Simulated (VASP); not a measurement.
Crystal: KRh3.

```
K Rh
1.0
     4.09165    0.00000    0.00000
     0.00000    4.09165    0.00000
     0.00000    0.00000    4.09165
K Rh
1 3
Direct
  0.00000 0.00000 0.00000
  0.00000 0.50000 0.50000
  0.50000 0.00000 0.50000
  0.50000 0.50000 0.00000
```

* Program: VASP 6.6.1
* Task: relaxation of cell and atoms
* Functional: r2SCAN
* Potentials or basis: VASP PAW PBE potentials, release 64 (K_sv, Rh_pv)
* Cutoff: 600 eV
* k mesh: 12 × 12 × 12
* Occupations: gaussian, width 0.1 eV
* Spin: no spin polarisation

At the start: pressure -2.9 GPa; volume 17.13 Å³/atom.

**Question.** Where does the relaxation end?

**Answer.** Over 3 steps the energy falls by 3.9 meV/atom and the volume is 16.69 Å³/atom (-2.5 %); space group Pm-3m (No. 221, to 0.1 Å) before and after.

The path:
```csv
step,energy change (eV),largest force (eV/Å),pressure (GPa),volume (Å³)
1,0.0000,0.0000,-2.85,68.50
2,-0.0068,0.0000,2.41,65.52
3,-0.0158,0.0000,-0.01,66.77
```

Final structure:
```yaml
crystal:
  lattice:
    - [4.05687, 0.00000, 0.00000]
    - [0.00000, 4.05687, 0.00000]
    - [0.00000, 0.00000, 4.05687]
  atoms:
    - { symbol: K, position: [0.00000, 0.00000, 0.00000] }
    - { symbol: Rh, position: [0.00000, 0.50000, 0.50000] }
    - { symbol: Rh, position: [0.50000, 0.00000, 0.50000] }
    - { symbol: Rh, position: [0.50000, 0.50000, 0.00000] }
```

Caveat: the PAW data sets were made with another functional, which shifts forces and pressure a little.
